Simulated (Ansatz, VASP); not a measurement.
**Sn2Bi3O3: VASP beside Ansatz**

The input INCAR:

```
PREC = Accurate ; ENCUT = 600
EDIFF = 1E-6 ; ISMEAR = 0
SIGMA = 0.2 ; LREAL = False
LASPH = True ; NELM = 60
ALGO = Normal ; ISIF = 3
LWAVE = False ; LCHARG = False
GGA = PE ; IBRION = 2
NSW = 36 ; EDIFFG = -0.08
```

The input KPOINTS:

```
regular mesh
0
Gamma
  3 3 3
```

File POSCAR:

```
Sn2Bi3O3
1.0
    3.8194996600      2.2051891600      3.1216177300
   -3.8194996600      2.2051891600      3.1216177300
    0.0000000000     -4.4103783200      3.1216177300
Sn Bi O
2 3 3
Direct
    0.2508305900      0.2508305900      0.2508305900
    0.7491694100      0.7491694100      0.7491694100
    0.7497256000      0.2502744000      0.0000000000
    0.2502744000      0.0000000000      0.7497256000
    0.0000000000      0.7497256000      0.2502744000
    0.7497639200      0.2502360800      0.5000000000
    0.2502360800      0.5000000000      0.7497639200
    0.5000000000      0.7497639200      0.2502360800
```

Input for Ansatz:

```yaml
crystal:
  lattice:
    - [3.81949966, 2.20518916, 3.12161773]
    - [-3.81949966, 2.20518916, 3.12161773]
    - [0.0, -4.41037832, 3.12161773]
  atoms:
    - { symbol: Sn, position: [0.25083059, 0.25083059, 0.25083059] }
    - { symbol: Sn, position: [0.74916941, 0.74916941, 0.74916941] }
    - { symbol: Bi, position: [0.7497256, 0.2502744, 0.0] }
    - { symbol: Bi, position: [0.2502744, 0.0, 0.7497256] }
    - { symbol: Bi, position: [0.0, 0.7497256, 0.2502744] }
    - { symbol: O, position: [0.74976392, 0.25023608, 0.5] }
    - { symbol: O, position: [0.25023608, 0.5, 0.74976392] }
    - { symbol: O, position: [0.5, 0.74976392, 0.25023608] }
basis:
  ecutwfc: 420
kpoints:
  mp_grid: { grid: [3, 3, 3] }
hamiltonian:
  xc: pbe
scf:
  occupations: { method: gaussian, width: 0.2 }
  lower_state_search: "off"
output:
  forces: true
  stress: true
  eigenvalues: true
relax:
  adjacent_minimum: "off"
  f_tol: 0.08
  max_steps: 16
  cell: { stress_tol: 0.8 }
```

Change from the starting cell: species swapped into the V3Cr3Si2 type (R32, No. 155).

Alike in both runs: task relaxation of cell and atoms; functional PBE; k mesh 3 × 3 × 3; occupations gaussian, width 0.2 eV; no spin polarisation.

```csv
,VASP,Ansatz
version,VASP 6.6.1,Ansatz 0.2.0
potentials or method,"VASP PAW PBE potentials, release 64 (Sn_d, Bi_d, O), cutoff 600 eV","scalar-relativistic, plane waves, PAW"
valence electrons in the cell,91,91
```

VASP gave:

```
gap on the k mesh at the Fermi level, each at its own relaxed structure (eV) : none
relaxed volume (Å³/atom)                                                     : 22.87
relaxed length of the cell vector where the two differ most in proportion (Å)              : 5.714
```

Question: What did Ansatz give for the same quantities?

Answer: gap on the k mesh at the Fermi level, each at its own relaxed structure (eV): none; relaxed volume (Å³/atom): 22.66; relaxed length of the cell vector where the two differ most in proportion (Å): 5.692.

A gap of «none» marks a metal or a gap that the smearing closes.

The k mesh is coarse, so the values compare programs but aren't converged. Neither program's run includes spin-orbit coupling. Noted on VASP's run: the volume moved by over 15 % at a fixed basis, so the end points are rough.
